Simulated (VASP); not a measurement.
Crystal: Li2S.

```
S Li
1.0
     0.00000    2.85283    2.85283
     2.85283    0.00000    2.85283
     2.85283    2.85283    0.00000
S Li
1 2
Cartesian
  0.0000 0.0000 0.0000
  1.4264 1.4264 1.4264
  4.2792 4.2792 4.2792
```

```yaml
Program: VASP 6.6.1
Task: relaxation of cell and atoms
Functional: LDA
Potentials_or_basis: VASP PAW LDA potentials, release 64 (S, Li_sv)
Cutoff: 750 eV
k_mesh: 8 × 8 × 8
Occupations: fermi-dirac, width 0.02 eV
Spin: no spin polarisation
```

At the start: pressure -3.0 GPa; volume 15.48 Å³/atom.

**Question.** Where does the relaxation end?

**Answer.** Over 4 steps the energy falls by 11.3 meV/atom and the volume is 14.35 Å³/atom (-7.3 %); space group Fm-3m (No. 225, to 0.05 Å).

The path:
```csv
step,energy change (eV),largest force (eV/Å),pressure (GPa),volume (Å³)
1,0.0000,0.0000,-3.04,46.44
2,-0.0274,0.0000,-1.43,44.49
3,-0.0339,0.0000,-0.10,43.16
4,-0.0339,0.0000,0.01,43.06
```

Final structure:
```
S Li
1.0
     0.00000    2.78203    2.78203
     2.78203    0.00000    2.78203
     2.78203    2.78203    0.00000
S Li
1 2
Direct
  0.00000 0.00000 0.00000
  0.25000 0.25000 0.25000
  0.75000 0.75000 0.75000
```
